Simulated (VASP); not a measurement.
# CdS (P6_3mc) in VASP: notebook

CdS is run at these levels: r2SCAN; tasks: single point.

Program: VASP 6.6.1. These are calculated values, not measurements. Logs are shortened: lines on timing, memory, paths and dates and some standing lists are left out, and cuts for length are marked.

### Step 1. The cell of the first run

It takes space group P6_3mc (No. 186, hexagonal). Conventional cell: a = 4.205 Å, b = 4.205 Å, c = 6.702 Å, α = 90.00°, β = 90.00°, γ = 120.00°. Within 3.4 Å of Cd (site symmetry 3m) lie 4 S at 2.55 to 2.56 Å. Within 3.4 Å of S (site symmetry 3m) lie 4 Cd at 2.55 to 2.56 Å.

### Step 2. Single point, r2SCAN (in-plane strain +0.01, then relaxed in part)

Input file POSCAR:

```
CdS
1.0
    4.2054320235      0.0000000000      0.0000000000
   -2.1027160117      3.6420109662      0.0000000000
    0.0000000000      0.0000000000      6.7024226339
Cd S
2 2
Direct
    0.3333333333      0.6666666667     -0.0032092926
    0.6666666667      0.3333333333      0.4967907074
    0.3333333333      0.6666666667      0.3782092926
    0.6666666667      0.3333333333      0.8782092926
```

Input file INCAR.step1:

```
SYSTEM = CdS
  ALGO = Normal
  EDIFF = 1E-4
  ENCUT = 520
  GGA = PE
  ISMEAR = 0
  LASPH = .True.
  LCHARG = .False.
  LREAL = .False.
  LWAVE = .True.
  NBANDS = 26
  NELM = 80
  PREC = Accurate
  SIGMA = 0.01
```

Input file INCAR.step2:

```
SYSTEM = CdS
  ALGO = Normal
  EDIFF = 1E-6
  ENCUT = 520
  ISIF = 2
  ISMEAR = 0
  ISTART = 1
  LASPH = .True.
  LCHARG = .True.
  LELF = .True.
  LMIXTAU = .True.
  LREAL = .False.
  LVHAR = .True.
  LWAVE = .False.
  METAGGA = R2SCAN
  NBANDS = 26
  NELM = 80
  PREC = Accurate
  SIGMA = 0.01
```

Input file KPOINTS:

```
k-points
0
Gamma
  6 6 4
  0 0 0
```

Potentials or basis: VASP PAW PBE potentials, release 64 (Cd, S).

On the command line:

```console
$ cat potpaw_PBE.64/Cd/POTCAR potpaw_PBE.64/S/POTCAR > POTCAR
$ cp INCAR.step1 INCAR
$ mpirun -np 1 vasp_std > vasp.out
$ cp INCAR.step2 INCAR
$ mpirun -np 1 vasp_std > vasp.out
```

OUTCAR:

```text
SYSTEM = CdS
   EDIFF = 1E-6
   ENCUT = 520
   ISIF = 2
   ISMEAR = 0
   ISTART = 1
   LASPH = .True.
   LREAL = .False.
   METAGGA = R2SCAN
   NELM = 80
   PREC = Accurate

 ion  position               nearest neighbor table
   1  0.333  0.667  0.997-   4 2.55   4 2.55   4 2.55   3 2.56
   2  0.667  0.333  0.497-   3 2.55   3 2.55   3 2.55   4 2.56
   3  0.333  0.667  0.378-   2 2.55   2 2.55   2 2.55   1 2.56
   4  0.667  0.333  0.878-   1 2.55   1 2.55   1 2.55   2 2.56

  LATTYP: Found a hexagonal cell.
 ALAT       =     4.2054320235
 C/A-ratio  =     1.5937536492

  Lattice vectors:

 A1 = (   4.2054320235,   0.0000000000,   0.0000000000)
 A2 = (  -2.1027160117,   3.6420109662,   0.0000000000)
 A3 = (   0.0000000000,   0.0000000000,   6.7024226339)

Analysis of symmetry for initial positions (statically):
=====================================================================
 Subroutine PRICEL returns:
 Original cell was already a primitive cell.

 Routine SETGRP: Setting up the symmetry group for a
 hexagonal supercell.

 Subroutine GETGRP returns: Found 12 space group operations
 (whereof  6 operations were pure point group operations)
 out of a pool of 24 trial point group operations.

The static configuration has the point symmetry C_3v.
 The point group associated with its full space group is C_6v.

Analysis of symmetry for dynamics (positions and initial velocities):
=====================================================================
 Subroutine PRICEL returns:
 Original cell was already a primitive cell.

 Routine SETGRP: Setting up the symmetry group for a
 hexagonal supercell.

 Subroutine GETGRP returns: Found 12 space group operations
 (whereof  6 operations were pure point group operations)
 out of a pool of 24 trial point group operations.

The dynamic configuration has the point symmetry C_3v.
 The point group associated with its full space group is C_6v.

 Subroutine INISYM returns: Found 12 space group operations
 (whereof  6 operations are pure point group operations),
 and found     1 'primitive' translations

----------------------------------------------------------------------------------------

                                     Primitive cell

  volume of cell :     102.6558

  direct lattice vectors                    reciprocal lattice vectors
     4.205432024  0.000000000  0.000000000     0.237787698  0.137286791  0.000000000
    -2.102716012  3.642010966  0.000000000     0.000000000  0.274573583  0.000000000
     0.000000000  0.000000000  6.702422634     0.000000000  0.000000000  0.149199783

  length of vectors
     4.205432024  4.205432023  6.702422634     0.274573583  0.274573583  0.149199783

  position of ions in fractional coordinates (direct lattice)
     0.333333333  0.666666667  0.996790707
     0.666666667  0.333333333  0.496790707
     0.333333333  0.666666667  0.378209293
     0.666666667  0.333333333  0.878209293

  ion indices of the primitive-cell ions
   primitive index   ion index
                 1           1
                 2           2
                 3           3
                 4           4

----------------------------------------------------------------------------------------

 KPOINTS: k-points

Automatic generation of k-mesh.
 Grid dimensions read from file:
 generate k-points for:    6    6    4

 Generating k-lattice:

  Cartesian coordinates                     Fractional coordinates (reciprocal lattice)
     0.039631283  0.022881132  0.000000000     0.166666667  0.000000000  0.000000000
     0.000000000  0.045762264  0.000000000     0.000000000  0.166666667  0.000000000
     0.000000000  0.000000000  0.037299946     0.000000000  0.000000000  0.250000000

  Length of vectors
     0.045762264  0.045762264  0.037299946

  Shift w.r.t. Gamma in fractional coordinates (k-lattice)
     0.000000000  0.000000000  0.000000000

 Subroutine IBZKPT returns following result:
 ===========================================

 Found     21 irreducible k-points:

 Following reciprocal coordinates:
            Coordinates               Weight
  0.000000  0.000000  0.000000      1.000000
  0.166667 -0.000000  0.000000      6.000000
  0.333333  0.000000  0.000000      6.000000
  0.500000  0.000000  0.000000      3.000000
  0.166667  0.166667  0.000000      6.000000
  0.333333  0.166667  0.000000     12.000000
[... 13 lines left out ...]
  0.333333  0.166667  0.500000     12.000000
  0.333333  0.333333  0.500000      2.000000
   k-points           NKPTS =     21   k-points in BZ     NKDIM =     21   number of bands    NBANDS=     26
   number of dos      NEDOS =    301   number of ions     NIONS =      4
   total plane-waves  NPLWV =  51200
   dimension x,y,z NGX =    32 NGY =   32 NGZ =   50
   dimension x,y,z NGXF=    64 NGYF=   64 NGZF=  100
   ions per type =               2   2
   NGX,Y,Z   is equivalent  to a cutoff of  12.65, 12.65, 12.40 a.u.
   NGXF,Y,Z  is equivalent  to a cutoff of  25.30, 25.30, 24.80 a.u.
 SYSTEM =  CdS
   PREC   = accura    normal or accurate (medium, high low for compatibility)
   ISTART =      1    job   : 0-new  1-cont  2-samecut
   ICHARG =      0    charge: 1-file 2-atom 10-const
   ISPIN  =      1    spin polarized calculation?
   LNONCOLLINEAR =      F non collinear calculations
   LSORBIT =      F    spin-orbit coupling
   LASPH  =      T    aspherical Exc in radial PAW
   ENCUT  =  520.0 eV  38.22 Ry    6.18 a.u.   7.82  7.82 12.46*2*pi/ulx,y,z
   NELM   =     80;   NELMIN=  2; NELMDL=  0     # of ELM steps
   EDIFF  = 0.1E-05   stopping-criterion for ELM
   LREAL  =      F    real-space projection
   EDIFFG = 0.1E-04   stopping-criterion for IOM
   NSW    =      0    number of steps for IOM
   IBRION =     -1    ionic relax: 0-MD 1-quasi-New 2-CG
   NFREE  =      0    steps in history (QN), initial steepest desc. (CG)
   ISIF   =      2    stress and relaxation
   ISYM   =      2    0-nonsym 1-usesym 2-fastsym
   POTIM  = 0.5000    time-step for ionic-motion
   TEBEG  =    0.0;   TEEND  =   0.0 temperature during run
   PSTRESS=    0.0 pullay stress
   NELECT =      36.0000    total number of electrons
   NUPDOWN=      -1.0000    fix difference up-down
   EMIN   =  10.00;   EMAX   =-10.00  energy-range for DOS
   EFERMI =   0.00;   METHOD = LEGACY
   ISMEAR =     0;   SIGMA  =   0.01  broadening in eV -4-tet -1-fermi 0-gaus
   EFERMI_NEDOS =   21; number of points for ismear=-14 and -15
   IALGO  =     38    algorithm
   IMIX   =      4    mixing-type and parameters
     AMIX     =   0.40;   BMIX     =  1.00
     AMIX_MAG =   1.60;   BMIX_MAG =  1.00
  volume/ion in A,a.u.               =      25.66       173.19
  Fermi-wavevector in a.u.,A,eV,Ry     =   1.154466  2.181624 18.133729  1.332791
  Thomas-Fermi vector in A             =   2.291102
   LORBIT       =      0    0 simple, 1 ext, 2 COOP (PROOUT), +10 PAW based schemes
   METAGGA = R2SCAN    functional components
   LHFCALC =     F    Hartree Fock is set to
   AEXX    =    0.0000 exact exchange contribution
   IVDW    =     0    specifies the selected vdW correction
   LEPSILON=     F    determine dielectric tensor
   LRPA    =     F    only Hartree local field effects (RPA)
 non-spin polarized calculation
 Gauss-broadening in eV      SIGMA  =   0.01
  energy-cutoff  :      520.00
  volume of cell :      102.66
 maximum number of plane-waves:      2790
 NGX is ok and might be reduce to    32
   NGX = 15   NGY = 15   NGZ = 25

 number of electron      36.0000006 magnetization

 Free energy of the ion-electron system (eV)
  ---------------------------------------------------
  ext. energy  EPLUGINS =         0.00000000
  ---------------------------------------------------
  free energy    TOTEN  =       -59.37722688 eV

  energy without entropy =      -59.37722688  energy(sigma->0) =      -59.37722688

 E-fermi :   0.8421     XC(G=0):  -9.5583

 val. band max:        0.7587995878   @ k =   0.0000   0.0000   0.0000
 cond. band min:       2.3701606412   @ k =   0.0000   0.0000   0.0000
 fundamental gap:      1.6113610535
 Fermi energy:         0.8421326142

 k-point     1 :       0.0000    0.0000    0.0000
  band No.  band energies     occupation
      1     -11.9053      2.00000
      2     -11.4891      2.00000
      3      -7.0625      2.00000
      4      -7.0625      2.00000
      5      -7.0552      2.00000
      6      -6.9797      2.00000
[... 18 lines left out ...]
     25       8.8136      0.00000
     26       8.9415      0.00000

 k-point     2 :       0.1667   -0.0000    0.0000
  band No.  band energies     occupation
      1     -11.8175      2.00000
      2     -11.4531      2.00000
      3      -7.0335      2.00000
      4      -7.0254      2.00000
      5      -6.9790      2.00000
      6      -6.9323      2.00000
[... 18 lines left out ...]
     25       8.8273      0.00000
     26       9.3986      0.00000

 k-point     3 :       0.3333    0.0000    0.0000
  band No.  band energies     occupation
      1     -11.6273      2.00000
      2     -11.3943      2.00000
      3      -6.9818      2.00000
      4      -6.9659      2.00000
      5      -6.8360      2.00000
      6      -6.8232      2.00000
[... 18 lines left out ...]
     25       9.5226      0.00000
     26      10.2292      0.00000

 k-point     4 :       0.5000    0.0000    0.0000
  band No.  band energies     occupation
      1     -11.5139      2.00000
      2     -11.3830      2.00000
      3      -6.9658      2.00000
      4      -6.9460      2.00000
      5      -6.7732      2.00000
      6      -6.7546      2.00000
[... 18 lines left out ...]
     25       9.7457      0.00000
     26      11.3317      0.00000

 k-point     5 :       0.1667    0.1667    0.0000
  band No.  band energies     occupation
      1     -11.6778      2.00000
      2     -11.4066      2.00000
      3      -6.9874      2.00000
      4      -6.9789      2.00000
      5      -6.8716      2.00000
      6      -6.8637      2.00000
[... 18 lines left out ...]
     25       9.4027      0.00000
     26      10.0479      0.00000

 k-point     6 :       0.3333    0.1667    0.0000
  band No.  band energies     occupation
      1     -11.5154      2.00000
      2     -11.3833      2.00000
      3      -6.9713      2.00000
      4      -6.9232      2.00000
      5      -6.7960      2.00000
      6      -6.7783      2.00000
[... 340 lines left out ...]
 k-point    18 :       0.5000    0.0000    0.5000
  band No.  band energies     occupation
      1     -11.4372      2.00000
      2     -11.4372      2.00000
      3      -6.9308      2.00000
      4      -6.9308      2.00000
      5      -6.8548      2.00000
      6      -6.8548      2.00000
[... 18 lines left out ...]
     25       9.7208      0.00000
     26       9.7208      0.00000

 k-point    19 :       0.1667    0.1667    0.5000
  band No.  band energies     occupation
      1     -11.5328      2.00000
      2     -11.5328      2.00000
      3      -6.9389      2.00000
      4      -6.9389      2.00000
      5      -6.9121      2.00000
      6      -6.9121      2.00000
[... 18 lines left out ...]
     25       9.2433      0.00000
     26       9.2433      0.00000

 k-point    20 :       0.3333    0.1667    0.5000
  band No.  band energies     occupation
      1     -11.4381      2.00000
      2     -11.4381      2.00000
      3      -6.9097      2.00000
      4      -6.9097      2.00000
      5      -6.8615      2.00000
      6      -6.8615      2.00000
[... 18 lines left out ...]
     25       9.6946      0.00000
     26       9.6946      0.00000

 k-point    21 :       0.3333    0.3333    0.5000
  band No.  band energies     occupation
      1     -11.4075      2.00000
      2     -11.4075      2.00000
      3      -6.8841      2.00000
      4      -6.8841      2.00000
      5      -6.8555      2.00000
      6      -6.8555      2.00000
[... 18 lines left out ...]
     25      10.5269      0.00000
     26      10.5269      0.00000

------------------------ aborting loop because EDIFF is reached ----------------------------------------

  FORCE on cell =-STRESS in cart. coord.  units (eV):
  Direction    XX          YY          ZZ          XY          YZ          ZX
  --------------------------------------------------------------------------------------
  -------------------------------------------------------------------------------------
  Total       -0.4017494     -0.4017494      0.1884289     -0.0000000      0.0000000      0.0000000
  in kB       -6.2702104     -6.2702104      2.9408601     -0.0000000      0.0000000      0.0000000
  external PRESSURE =      -3.1998536 kB  Pullay stress =       0.0000000 kB

 VOLUME and BASIS-vectors are now :
 -----------------------------------------------------------------------------
  energy-cutoff  :      520.00
  volume of cell :      102.66
      direct lattice vectors                 reciprocal lattice vectors
     4.205432024  0.000000000  0.000000000     0.237787698  0.137286791  0.000000000
    -2.102716012  3.642010966  0.000000000     0.000000000  0.274573583  0.000000000
     0.000000000  0.000000000  6.702422634     0.000000000  0.000000000  0.149199783

 POSITION                                       TOTAL-FORCE (eV/Angst)
 -----------------------------------------------------------------------------------
     -0.00000      2.42801      6.68091         0.000000      0.000000     -0.002364
      2.10272      1.21400      3.32970        -0.000000      0.000000     -0.002364
     -0.00000      2.42801      2.53492        -0.000000      0.000000      0.002364
      2.10272      1.21400      5.88613        -0.000000      0.000000      0.002364
 -----------------------------------------------------------------------------------
    total drift:                               -0.000000      0.000000     -0.006421

  FREE ENERGIE OF THE ION-ELECTRON SYSTEM (eV)
  ---------------------------------------------------
  free  energy   TOTEN  =       -59.3772268799 eV

  energy  without entropy=      -59.3772268799  energy(sigma->0) =      -59.37722688
```

Run time: 4.6 min. Hardware: 1 thread of Intel Xeon 8259CL, shared host; peak memory 0.25 GiB.

What came out:

```
Free energy            : -59.3772 eV
Pressure               : -0.3 GPa
Band gap on the k mesh : 1.61 eV
```

Forces in eV/Å, atoms in the order of the input:
```
Cd   0.000  0.000 -0.002
Cd   0.000  0.000 -0.002
S    0.000  0.000  0.002
S    0.000  0.000  0.002
```

Caveat: the cell differs from its parent crystal (in-plane strain +0.01, then relaxed in part); the PAW data sets were made with another functional, which shifts forces and pressure a little.

[end of part 1 of 2]
